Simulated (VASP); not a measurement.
# As (P6/mmm) in VASP: notebook, part 2 of 2

VASP 6.6.1. Earlier steps stand in the parts before.

## Step 4: Density of states, PBE (volume scaled by 0.75)

POSCAR reads:

```
As
1.0
    2.6516256966      0.0000000000      0.0000000000
   -1.3258128483      2.2963752146      0.0000000000
    0.0000000000      0.0000000000      2.4705235362
As
1
Direct
    0.0000000000      0.0000000000      0.0000000000
```

INCAR.step1 reads:

```
PREC     = Accurate       # precision mode
ENCUT    = 520            # plane-wave cutoff, eV
EDIFF    = 1E-6           # SCF threshold, eV
ISMEAR   = -1             # smearing method
SIGMA    = 0.05           # smearing width, eV
LREAL    = F              # projectors in reciprocal space
LASPH    = T              # aspherical terms in the spheres
NELM     = 60             # most SCF steps
ALGO     = Normal         # electronic algorithm
ISIF     = 2              # what is computed and relaxed
LWAVE    = F              # write WAVECAR
LCHARG   = T              # write CHGCAR
GGA      = PE             # functional
NBANDS   = 8              # bands
```

KPOINTS.step1 reads:

```
regular mesh
0
Gamma
  15 15 14
```

INCAR.step2 reads:

```
PREC     = Accurate       # precision mode
ENCUT    = 520            # plane-wave cutoff, eV
EDIFF    = 1E-6           # SCF threshold, eV
ISMEAR   = -5             # smearing method
SIGMA    = 0.05           # smearing width, eV
LREAL    = F              # projectors in reciprocal space
LASPH    = T              # aspherical terms in the spheres
NELM     = 60             # most SCF steps
ALGO     = Normal         # electronic algorithm
ISIF     = 2              # what is computed and relaxed
LWAVE    = F              # write WAVECAR
LCHARG   = F              # write CHGCAR
GGA      = PE             # functional
LORBIT   = 10             # projections on sites
NEDOS    = 2001           # points of the DOS
ICHARG   = 11             # starting density
```

KPOINTS.step2 reads:

```
regular mesh
0
Gamma
  23 23 21
```

Potentials or basis: VASP PAW PBE potentials, release 64 (As).

On the command line:

```bash
> cat potpaw_PBE.64/As/POTCAR > POTCAR
> cp INCAR.step1 INCAR
> cp KPOINTS.step1 KPOINTS
> mpirun -np 1 vasp_std > vasp.out
> cp INCAR.step2 INCAR
> cp KPOINTS.step2 KPOINTS
> mpirun -np 1 vasp_std > vasp.out
```

OUTCAR:

```text
PREC = Accurate
   ENCUT = 520
   EDIFF = 1E-6
   ISMEAR = -5
   LREAL = F
   LASPH = T
   NELM = 60
   ISIF = 2
   GGA = PE
   LORBIT = 10
   ICHARG = 11

 ion  position               nearest neighbor table
   1  0.000  0.000  0.000-

  LATTYP: Found a hexagonal cell.
 ALAT       =     2.6516256966
 C/A-ratio  =     0.9317014612

  Lattice vectors:

 A1 = (   2.6516256966,   0.0000000000,   0.0000000000)
 A2 = (  -1.3258128483,   2.2963752146,   0.0000000000)
 A3 = (   0.0000000000,   0.0000000000,   2.4705235362)

Analysis of symmetry for initial positions (statically):
=====================================================================
 Subroutine PRICEL returns:
 Original cell was already a primitive cell.

 Routine SETGRP: Setting up the symmetry group for a
 hexagonal supercell.

 Subroutine GETGRP returns: Found 24 space group operations
 (whereof 24 operations were pure point group operations)
 out of a pool of 24 trial point group operations.

The static configuration has the point symmetry D_6h.

Analysis of symmetry for dynamics (positions and initial velocities):
=====================================================================
 Subroutine PRICEL returns:
 Original cell was already a primitive cell.

 Routine SETGRP: Setting up the symmetry group for a
 hexagonal supercell.

 Subroutine GETGRP returns: Found 24 space group operations
 (whereof 24 operations were pure point group operations)
 out of a pool of 24 trial point group operations.

The dynamic configuration has the point symmetry D_6h.

 Subroutine INISYM returns: Found 24 space group operations
 (whereof 24 operations are pure point group operations),
 and found     1 'primitive' translations

----------------------------------------------------------------------------------------

                                     Primitive cell

  volume of cell :      15.0433

  direct lattice vectors                    reciprocal lattice vectors
     2.651625697  0.000000000  0.000000000     0.377127134  0.217734452  0.000000000
    -1.325812848  2.296375215  0.000000000     0.000000000  0.435468905  0.000000000
     0.000000000  0.000000000  2.470523536     0.000000000  0.000000000  0.404772505

  length of vectors
     2.651625697  2.651625697  2.470523536     0.435468905  0.435468905  0.404772505

  position of ions in fractional coordinates (direct lattice)
     0.000000000  0.000000000  0.000000000

  ion indices of the primitive-cell ions
   primitive index   ion index
                 1           1

----------------------------------------------------------------------------------------

 KPOINTS: regular mesh

Automatic generation of k-mesh.
 Grid dimensions read from file:
 generate k-points for:   23   23   21

 Generating k-lattice:

  Cartesian coordinates                     Fractional coordinates (reciprocal lattice)
     0.016396832  0.009466715  0.000000000     0.043478261  0.000000000  0.000000000
     0.000000000  0.018933431  0.000000000     0.000000000  0.043478261  0.000000000
     0.000000000  0.000000000  0.019274881     0.000000000  0.000000000  0.047619048

  Length of vectors
     0.018933431  0.018933431  0.019274881

  Shift w.r.t. Gamma in fractional coordinates (k-lattice)
     0.000000000  0.000000000  0.000000000

 TETIRR: Found  11086 inequivalent tetrahedra from    66654

 Subroutine IBZKPT returns following result:
 ===========================================

 Found    616 irreducible k-points:

 Following reciprocal coordinates:
            Coordinates               Weight
  0.000000  0.000000  0.000000      1.000000
  0.043478 -0.000000  0.000000      6.000000
  0.086957 -0.000000  0.000000      6.000000
  0.130435 -0.000000  0.000000      6.000000
  0.173913  0.000000  0.000000      6.000000
  0.217391  0.000000  0.000000      6.000000
[... 16 lines left out ...]
  0.478261  0.043478  0.000000      6.000000
  0.086957  0.086957  0.000000      6.000000
 [... further k-points ...]
   k-points           NKPTS =    616   k-points in BZ     NKDIM =    616   number of bands    NBANDS=      6
   number of dos      NEDOS =   2001   number of ions     NIONS =      1
   total plane-waves  NPLWV =   7200
   dimension x,y,z NGX =    20 NGY =   20 NGZ =   18
   dimension x,y,z NGXF=    40 NGYF=   40 NGZF=   36
   ions per type =               1
   NGX,Y,Z   is equivalent  to a cutoff of  12.54, 12.54, 12.11 a.u.
   NGXF,Y,Z  is equivalent  to a cutoff of  25.08, 25.08, 24.23 a.u.
 SYSTEM =  unknown system
   PREC   = accura    normal or accurate (medium, high low for compatibility)
   ISTART =      0    job   : 0-new  1-cont  2-samecut
   ICHARG =     11    charge: 1-file 2-atom 10-const
   ISPIN  =      1    spin polarized calculation?
   LNONCOLLINEAR =      F non collinear calculations
   LSORBIT =      F    spin-orbit coupling
   LASPH  =      T    aspherical Exc in radial PAW
   ENCUT  =  520.0 eV  38.22 Ry    6.18 a.u.   4.93  4.93  4.59*2*pi/ulx,y,z
   NELM   =     60;   NELMIN=  2; NELMDL=  0     # of ELM steps
   EDIFF  = 0.1E-05   stopping-criterion for ELM
   LREAL  =      F    real-space projection
   EDIFFG = 0.1E-04   stopping-criterion for IOM
   NSW    =      0    number of steps for IOM
   IBRION =     -1    ionic relax: 0-MD 1-quasi-New 2-CG
   NFREE  =      0    steps in history (QN), initial steepest desc. (CG)
   ISIF   =      2    stress and relaxation
   ISYM   =      2    0-nonsym 1-usesym 2-fastsym
   POTIM  = 0.5000    time-step for ionic-motion
   TEBEG  =    0.0;   TEEND  =   0.0 temperature during run
   PSTRESS=    0.0 pullay stress
   NELECT =       5.0000    total number of electrons
   NUPDOWN=      -1.0000    fix difference up-down
   EMIN   =  10.00;   EMAX   =-10.00  energy-range for DOS
   EFERMI =   0.00;   METHOD = LEGACY
   ISMEAR =    -5;   SIGMA  =   0.05  broadening in eV -4-tet -1-fermi 0-gaus
   EFERMI_NEDOS =   21; number of points for ismear=-14 and -15
   IALGO  =     38    algorithm
   IMIX   =      4    mixing-type and parameters
     AMIX     =   0.40;   BMIX     =  1.00
     AMIX_MAG =   1.60;   BMIX_MAG =  1.00
  volume/ion in A,a.u.               =      15.04       101.52
  Fermi-wavevector in a.u.,A,eV,Ry     =   1.134010  2.142968 17.496796  1.285978
  Thomas-Fermi vector in A             =   2.270713
   LORBIT       =     10    0 simple, 1 ext, 2 COOP (PROOUT), +10 PAW based schemes
   GGA     = PE    functional components
   LHFCALC =     F    Hartree Fock is set to
   AEXX    =    0.0000 exact exchange contribution
   IVDW    =     0    specifies the selected vdW correction
   LEPSILON=     F    determine dielectric tensor
   LRPA    =     F    only Hartree local field effects (RPA)
 non-spin polarized calculation
 Fermi weights with tetrahedron method with Bloechl corrections
  energy-cutoff  :      520.00
  volume of cell :       15.04
 maximum number of plane-waves:       427
 NGX is ok and might be reduce to    20

 number of electron       4.9999999 magnetization

 Free energy of the ion-electron system (eV)
  ---------------------------------------------------
  ext. energy  EPLUGINS =         0.00000000
  ---------------------------------------------------
  free energy    TOTEN  =        -3.87023803 eV

  energy without entropy =       -3.87023803  energy(sigma->0) =       -3.87023803

 E-fermi :   9.6696     XC(G=0): -11.7539

 val. band max:        9.7655584718   @ k =   0.1304   0.1304   0.1429
 cond. band min:       9.5281704893   @ k =   0.2609  -0.0000   0.2381
 fundamental gap:     -0.2373879826
 Fermi energy:         9.6695862889

 k-point     1 :       0.0000    0.0000    0.0000
  band No.  band energies     occupation
      1      -8.2239      2.00000
      2      14.8855      0.00000
      3      16.4114      0.00000
      4      16.4114      0.00000
      5      18.4897      0.00000
      6      22.8700      0.00000

 k-point     2 :       0.0435   -0.0000    0.0000
  band No.  band energies     occupation
      1      -8.1713      2.00000
      2      14.9359      0.00000
      3      15.7589      0.00000
      4      16.2256      0.00000
      5      18.7482      0.00000
      6      22.2619      0.00000
[... 181 lines left out ...]
 k-point    23 :       0.4783    0.0435    0.0000
  band No.  band energies     occupation
      1      -2.4899      2.00000
      2       0.6326      2.00000
      3      11.1034      0.00000
      4      16.9361      0.00000
      5      19.2550      0.00000
      6      25.9178      0.00000

 k-point    24 :       0.0870    0.0870    0.0000
  band No.  band energies     occupation
      1      -7.5936      2.00000
      2      12.1924      0.00000
      3      14.0916      0.00000
      4      15.4821      0.00000
      5      19.6867      0.00000
      6      21.1924      0.00000

 [... further k-points ...]
[... 5 lines left out ...]
  --------------------------------------------------------------------------------------
  -------------------------------------------------------------------------------------
  Total        3.8707819      3.8707819      4.3207630      0.0000000      0.0000000      0.0000000
  in kB      412.2543202    412.2543202    460.1791749      0.0000000      0.0000000      0.0000000
  external PRESSURE =     428.2292718 kB  Pullay stress =       0.0000000 kB

 VOLUME and BASIS-vectors are now :
 -----------------------------------------------------------------------------
  energy-cutoff  :      520.00
  volume of cell :       15.04
      direct lattice vectors                 reciprocal lattice vectors
     2.651625697  0.000000000  0.000000000     0.377127134  0.217734452  0.000000000
    -1.325812848  2.296375215  0.000000000     0.000000000  0.435468905  0.000000000
     0.000000000  0.000000000  2.470523536     0.000000000  0.000000000  0.404772505

 POSITION                                       TOTAL-FORCE (eV/Angst)
 -----------------------------------------------------------------------------------
      0.00000      0.00000      0.00000         0.000000      0.000000      0.000000
 -----------------------------------------------------------------------------------
    total drift:                               -0.000000     -0.000000      0.000000

  FREE ENERGIE OF THE ION-ELECTRON SYSTEM (eV)
  ---------------------------------------------------
  free  energy   TOTEN  =        -3.8702380320 eV

  energy  without entropy=       -3.8702380320  energy(sigma->0) =       -3.87023803

 total charge

# of ion       s       p       d       tot
------------------------------------------
    1        1.316   1.417   0.112   2.845
```

Wall time 26 s (1 thread of Intel Xeon Platinum 8375C at 2.90GHz (Ice Lake), shared host); peak memory 0.18 GiB.

Results:

| Quantity | Value |
| --- | --- |
| Valence electrons inside the program's atomic spheres | As 2.85 |

Caveat: tetrahedron occupations give inexact forces and stress in metals.
